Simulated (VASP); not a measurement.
# Sr (P6_3/mmc) in VASP: further runs

Runs on Sr. Level: PBE. Tasks: single point.

Everything below comes from runs of VASP 6.6.1. Logs are shortened: lines on timing, memory, paths and dates and some standing lists are left out, and cuts for length are marked.

**1. The cell of the first run**

The structure is hexagonal, space group P6_3/mmc (No. 194). The conventional cell has a = 3.271 Å, b = 3.271 Å, c = 10.710 Å, α = 90.00°, β = 90.00°, γ = 120.00°. Within 4.3 Å of Sr (site symmetry -3m) lie 12 Sr at 3.27 to 3.28 Å. Within 4.3 Å of Sr (site symmetry -6m2) lie 12 Sr at 3.27 to 3.28 Å.

This isn't the form of Sr at room conditions, which is fcc.

**2. Single point, PBE (24.81 Å³/atom)**

POSCAR

```
Sr
1.0
    3.2707008584      0.0000000000      0.0000000000
   -1.6353504292      2.8325100315      0.0000000000
    0.0000000000      0.0000000000     10.7100622916
Sr
4
Direct
    0.0000000000      0.0000000000      0.0000000000
    0.0000000000      0.0000000000      0.5000000000
    0.3333333333      0.6666666667      0.2500000000
    0.6666666667      0.3333333333      0.7500000000
```

INCAR.step1

```
SYSTEM = Sr
  PREC = Accurate
  ENCUT = 520
  EDIFF = 1E-6
  ISMEAR = -1
  SIGMA = 0.08
  LREAL = .FALSE.
  LASPH = .TRUE.
  NELM = 100
  ALGO = Normal
  ISIF = 2
  LWAVE = .FALSE.
  LCHARG = .TRUE.
  GGA = PE
  NBANDS = 28
```

KPOINTS.step1

```
regular mesh
0
G
  9 9 3
  0 0 0
```

INCAR.step2

```
SYSTEM = Sr
  PREC = Accurate
  ENCUT = 520
  EDIFF = 1E-6
  ISMEAR = -5
  SIGMA = 0.08
  LREAL = .FALSE.
  LASPH = .TRUE.
  NELM = 100
  ALGO = Normal
  ISIF = 2
  LWAVE = .FALSE.
  LCHARG = .FALSE.
  GGA = PE
  LORBIT = 11
  NEDOS = 1001
  ICHARG = 11
```

KPOINTS.step2

```
regular mesh
0
G
  14 14 5
  0 0 0
```

Potentials or basis: VASP PAW PBE potentials, release 64 (Sr_sv).

Command:

```sh
> cat potpaw_PBE.64/Sr_sv/POTCAR > POTCAR
> cp INCAR.step1 INCAR
> cp KPOINTS.step1 KPOINTS
> mpirun -np 1 vasp_std > vasp.out
> cp INCAR.step2 INCAR
> cp KPOINTS.step2 KPOINTS
> mpirun -np 1 vasp_std > vasp.out
```

OUTCAR:

```text
SYSTEM = Sr
   PREC = Accurate
   ENCUT = 520
   EDIFF = 1E-6
   ISMEAR = -5
   LREAL = .FALSE.
   LASPH = .TRUE.
   NELM = 100
   ISIF = 2
   GGA = PE
   LORBIT = 11
   ICHARG = 11

 ion  position               nearest neighbor table
   1  0.000  0.000  0.000-   3 3.28   4 3.28   3 3.28   4 3.28   4 3.28   3 3.28   4 4.63   3 4.63
                             3 4.63   4 4.63   3 4.63   4 4.63
   2  0.000  0.000  0.500-   3 3.28   4 3.28   3 3.28   4 3.28   4 3.28   3 3.28   4 4.63   3 4.63
                             3 4.63   4 4.63   3 4.63   4 4.63
   3  0.333  0.667  0.250-   1 3.28   2 3.28   1 3.28   2 3.28   1 3.28   2 3.28   1 4.63   2 4.63
                             1 4.63   2 4.63   1 4.63   2 4.63
   4  0.667  0.333  0.750-   1 3.28   2 3.28   1 3.28   2 3.28   1 3.28   2 3.28   1 4.63   2 4.63
                             1 4.63   2 4.63   1 4.63   2 4.63

  LATTYP: Found a hexagonal cell.
 ALAT       =     3.2707008584
 C/A-ratio  =     3.2745465744

  Lattice vectors:

 A1 = (   3.2707008584,   0.0000000000,   0.0000000000)
 A2 = (  -1.6353504292,   2.8325100315,   0.0000000000)
 A3 = (   0.0000000000,   0.0000000000,  10.7100622916)

Analysis of symmetry for initial positions (statically):
=====================================================================
 Subroutine PRICEL returns:
 Original cell was already a primitive cell.

 Routine SETGRP: Setting up the symmetry group for a
 hexagonal supercell.

 Subroutine GETGRP returns: Found 24 space group operations
 (whereof 12 operations were pure point group operations)
 out of a pool of 24 trial point group operations.

The static configuration has the point symmetry D_3d.
 The point group associated with its full space group is D_6h.

Analysis of symmetry for dynamics (positions and initial velocities):
=====================================================================
 Subroutine PRICEL returns:
 Original cell was already a primitive cell.

 Routine SETGRP: Setting up the symmetry group for a
 hexagonal supercell.

 Subroutine GETGRP returns: Found 24 space group operations
 (whereof 12 operations were pure point group operations)
 out of a pool of 24 trial point group operations.

The dynamic configuration has the point symmetry D_3d.
 The point group associated with its full space group is D_6h.

 Subroutine INISYM returns: Found 24 space group operations
 (whereof 12 operations are pure point group operations),
 and found     1 'primitive' translations

----------------------------------------------------------------------------------------

                                     Primitive cell

[... 108 lines left out ...]
   NUPDOWN=      -1.0000    fix difference up-down
   EMIN   =  10.00;   EMAX   =-10.00  energy-range for DOS
   EFERMI =   0.00;   METHOD = LEGACY
   ISMEAR =    -5;   SIGMA  =   0.08  broadening in eV -4-tet -1-fermi 0-gaus
   EFERMI_NEDOS =   21; number of points for ismear=-14 and -15
   IALGO  =     38    algorithm
   IMIX   =      4    mixing-type and parameters
     AMIX     =   0.40;   BMIX     =  1.00
     AMIX_MAG =   1.60;   BMIX_MAG =  1.00
  volume/ion in A,a.u.               =      24.81       167.39
  Fermi-wavevector in a.u.,A,eV,Ry     =   1.209372  2.285383 19.899632  1.462582
  Thomas-Fermi vector in A             =   2.344952
   LORBIT       =     11    0 simple, 1 ext, 2 COOP (PROOUT), +10 PAW based schemes
   GGA     = PE    functional components
   LHFCALC =     F    Hartree Fock is set to
   AEXX    =    0.0000 exact exchange contribution
   IVDW    =     0    specifies the selected vdW correction
   LEPSILON=     F    determine dielectric tensor
   LRPA    =     F    only Hartree local field effects (RPA)
 non-spin polarized calculation
 Fermi weights with tetrahedron method with Bloechl corrections
  energy-cutoff  :      520.00
  volume of cell :       99.22
 maximum number of plane-waves:      2704

 number of electron      40.0000000 magnetization

 Free energy of the ion-electron system (eV)
  ---------------------------------------------------
  ext. energy  EPLUGINS =         0.00000000
  ---------------------------------------------------
  free energy    TOTEN  =         0.07869121 eV

  energy without entropy =        0.07869121  energy(sigma->0) =        0.07869121

 E-fermi :   5.1461     XC(G=0): -10.2709

 val. band max:        5.1817329076   @ k =   0.2857   0.2857   0.4000
 cond. band min:       5.1100168043   @ k =   0.3571   0.1429   0.2000
 fundamental gap:     -0.0717161033
 Fermi energy:         5.1461114239

 k-point     1 :       0.0000    0.0000    0.0000
  band No.  band energies     occupation
      1     -30.5263      2.00000
      2     -30.3748      2.00000
      3     -30.3003      2.00000
      4     -30.1390      2.00000
      5     -13.6597      2.00000
      6     -12.6791      2.00000
[... 637 lines left out ...]
     23       6.0377      0.00000
     24       6.1038      0.00000

 [... further k-points ...]

------------------------ aborting loop because EDIFF is reached ----------------------------------------

  FORCE on cell =-STRESS in cart. coord.  units (eV):
  Direction    XX          YY          ZZ          XY          YZ          ZX
  --------------------------------------------------------------------------------------
  -------------------------------------------------------------------------------------
  Total       17.9796810     17.9796810     17.7501593      0.0000000      0.0000000      0.0000000
  in kB      290.3275744    290.3275743    286.6213644      0.0000000      0.0000000      0.0000000
  external PRESSURE =     289.0921710 kB  Pullay stress =       0.0000000 kB

 VOLUME and BASIS-vectors are now :
 -----------------------------------------------------------------------------
  energy-cutoff  :      520.00
  volume of cell :       99.22
      direct lattice vectors                 reciprocal lattice vectors
     3.270700858  0.000000000  0.000000000     0.305744867  0.176521881  0.000000000
    -1.635350429  2.832510032  0.000000000     0.000000000  0.353043763  0.000000000
     0.000000000  0.000000000 10.710062292     0.000000000  0.000000000  0.093370139

 POSITION                                       TOTAL-FORCE (eV/Angst)
 -----------------------------------------------------------------------------------
      0.00000      0.00000      0.00000         0.000000      0.000000     -0.000000
      0.00000      0.00000      5.35503         0.000000      0.000000     -0.000000
     -0.00000      1.88834      2.67752        -0.000000      0.000000      0.000000
      1.63535      0.94417      8.03255         0.000000     -0.000000     -0.000000
 -----------------------------------------------------------------------------------
    total drift:                               -0.000000      0.000000      0.000000

  FREE ENERGIE OF THE ION-ELECTRON SYSTEM (eV)
  ---------------------------------------------------
  free  energy   TOTEN  =         0.0786912123 eV

  energy  without entropy=        0.0786912123  energy(sigma->0) =        0.07869121

 total charge

# of ion       s       p       d       tot
------------------------------------------
    1        2.114   5.676   0.510   8.300
    2        2.114   5.676   0.510   8.300
    3        2.121   5.664   0.516   8.302
    4        2.121   5.664   0.516   8.302
--------------------------------------------------
tot          8.471  22.681   2.052  33.205
```

OSZICAR.step1:

```text
N       E                     dE             d eps       ncg     rms          rms(c)
DAV:   1     0.245736761735E+03    0.24574E+03   -0.20769E+04  1344   0.137E+03
DAV:   2     0.165030426866E+02   -0.22923E+03   -0.22558E+03  1660   0.305E+02
DAV:   3     0.394011938926E+00   -0.16109E+02   -0.15652E+02  2100   0.562E+01
DAV:   4    -0.227880981852E+00   -0.62189E+00   -0.61903E+00  1984   0.971E+00
DAV:   5    -0.238291939056E+00   -0.10411E-01   -0.10382E-01  1828   0.115E+00    0.357E+01
DAV:   6    -0.365766519985E-01    0.20172E+00   -0.18831E-01  2112   0.210E+00    0.211E+01
DAV:   7     0.224103483056E-01    0.58987E-01   -0.30983E-01  2108   0.229E+00    0.123E+00
DAV:   8     0.224136646416E-01    0.33163E-05   -0.11752E-02  1624   0.556E-01    0.482E-01
DAV:   9     0.224185100910E-01    0.48454E-05   -0.21645E-03  1804   0.284E-01    0.129E-01
DAV:  10     0.224370331512E-01    0.18523E-04   -0.17070E-04  1944   0.766E-02    0.415E-02
DAV:  11     0.224352405799E-01   -0.17926E-05   -0.78501E-06  1756   0.183E-02    0.889E-03
DAV:  12     0.224360965990E-01    0.85602E-06   -0.13286E-06  1120   0.516E-03
   1 F= 0.22436097E-01 E0= 0.62917375E-01  d E =-.809626E-01
```

It took 4.3 min on 1 thread of Intel Xeon 8259CL, shared host; peak memory 0.25 GiB.

What came out:

| Property | Result |
| --- | --- |
| Valence electrons inside the program's atomic spheres | Sr 8.30 |

Levels at points of the mesh, in eV from the Fermi level:
```
           k point  band 18  band 19  band 20  band 21  band 22  band 23
(0.00, 0.00, 0.00)    -2.08    -2.03    -1.51     1.91     1.96     2.91
(0.50, 0.00, 0.00)    -1.70    -1.18    -0.58     0.07     0.41     0.48
```

**3. Single point, PBE (24.81 Å³/atom)**

POSCAR is that of step 2.

INCAR.step1

```
PREC     = Accurate       # precision mode
ENCUT    = 520            # plane-wave cutoff, eV
EDIFF    = 1E-6           # SCF threshold, eV
ISMEAR   = -1             # smearing method
SIGMA    = 0.08           # smearing width, eV
LREAL    = False          # projectors in reciprocal space
LASPH    = True           # aspherical terms in the spheres
NELM     = 80             # most SCF steps
ALGO     = Normal         # electronic algorithm
ISIF     = 2              # what is computed and relaxed
LWAVE    = False          # write WAVECAR
LCHARG   = True           # write CHGCAR
GGA      = PE             # functional
NBANDS   = 28             # bands
```

KPOINTS.step1

```
regular mesh
0
Gamma
  9 9 3
```

INCAR.step2

```
PREC     = Accurate       # precision mode
ENCUT    = 520            # plane-wave cutoff, eV
EDIFF    = 1E-6           # SCF threshold, eV
ISMEAR   = -5             # smearing method
SIGMA    = 0.08           # smearing width, eV
LREAL    = False          # projectors in reciprocal space
LASPH    = True           # aspherical terms in the spheres
NELM     = 80             # most SCF steps
ALGO     = Normal         # electronic algorithm
ISIF     = 2              # what is computed and relaxed
LWAVE    = False          # write WAVECAR
LCHARG   = False          # write CHGCAR
GGA      = PE             # functional
LORBIT   = 11             # projections on sites
NEDOS    = 2001           # points of the DOS
ICHARG   = 11             # starting density
```

KPOINTS.step2

```
regular mesh
0
Gamma
  14 14 5
```

Potentials or basis: VASP PAW PBE potentials, release 64 (Sr_sv).

Command:

```sh
> cat potpaw_PBE.64/Sr_sv/POTCAR > POTCAR
> cp INCAR.step1 INCAR
> cp KPOINTS.step1 KPOINTS
> mpirun -np 1 vasp_std > vasp.out
> cp INCAR.step2 INCAR
> cp KPOINTS.step2 KPOINTS
> mpirun -np 1 vasp_std > vasp.out
```

Wall time 4.2 min (1 thread of Intel Xeon 8259CL, shared host); peak memory 0.25 GiB.

Results (log left out):

```
Valence electrons inside the program's atomic spheres : Sr 8.30
```

Levels at points of the mesh, in eV from the Fermi level:
```tsv
k point	band 17	band 18	band 19	band 20	band 21	band 22	band 23	band 24
(0.00, 0.00, 0.00)	-3.89	-2.08	-2.03	-1.51	1.91	1.96	2.91	2.92
(0.50, 0.00, 0.00)	-1.89	-1.70	-1.18	-0.58	0.07	0.41	0.48	1.70
```

**4. Single point, PBE**

This run uses another cell than the first one, of 55.12 Å³/atom.

POSCAR

```
Sr
1.0
    4.2681203181      0.0000000000      0.0000000000
   -2.1340601591      3.6963006219      0.0000000000
    0.0000000000      0.0000000000     13.9761587667
Sr
4
Direct
    0.0000000000      0.0000000000      0.0000000000
    0.0000000000      0.0000000000      0.5000000000
    0.3333333333      0.6666666667      0.2500000000
    0.6666666667      0.3333333333      0.7500000000
```

INCAR.step1

```
SYSTEM = Sr
PREC = Accurate
ENCUT = 520
EDIFF = 1E-6
ISMEAR = -1
SIGMA = 0.08
LREAL = .FALSE.
LASPH = .TRUE.
NELM = 80
ALGO = Normal
ISIF = 2
LWAVE = .FALSE.
LCHARG = .TRUE.
GGA = PE
NBANDS = 28
```

KPOINTS.step1

```
Automatic mesh
0
G
  9 9 3
  0 0 0
```

INCAR.step2

```
SYSTEM = Sr
PREC = Accurate
ENCUT = 520
EDIFF = 1E-6
ISMEAR = -5
SIGMA = 0.08
LREAL = .FALSE.
LASPH = .TRUE.
NELM = 80
ALGO = Normal
ISIF = 2
LWAVE = .FALSE.
LCHARG = .FALSE.
GGA = PE
LORBIT = 11
NBANDS = 28
NEDOS = 2001
ICHARG = 11
```

KPOINTS.step2

```
Automatic mesh
0
G
  14 14 5
  0 0 0
```

Command:

```sh
> cat potpaw_PBE.64/Sr_sv/POTCAR > POTCAR
> cp INCAR.step1 INCAR
> cp KPOINTS.step1 KPOINTS
> mpirun -np 1 vasp_std > vasp.out
> cp INCAR.step2 INCAR
> cp KPOINTS.step2 KPOINTS
> mpirun -np 1 vasp_std > vasp.out
```

It took 5.3 min on 1 thread of Intel Xeon Platinum 8259CL at 2.50GHz (Skylake/Cascade Lake), shared host; peak memory 0.52 GiB.

Results (log left out):

```
Valence electrons inside the program's atomic spheres : Sr 7.91
```

Levels at points of the mesh, in eV from the Fermi level:
| k point | band 18 | band 19 | band 20 | band 21 | band 22 | band 23 |
| --- | --- | --- | --- | --- | --- | --- |
| (0.00, 0.00, 0.00) | -2.76 | -2.76 | -1.18 | 0.00 | 1.20 | 1.22 |
| (0.50, 0.00, 0.00) | -0.86 | -0.81 | -0.63 | 0.02 | 0.19 | 0.25 |
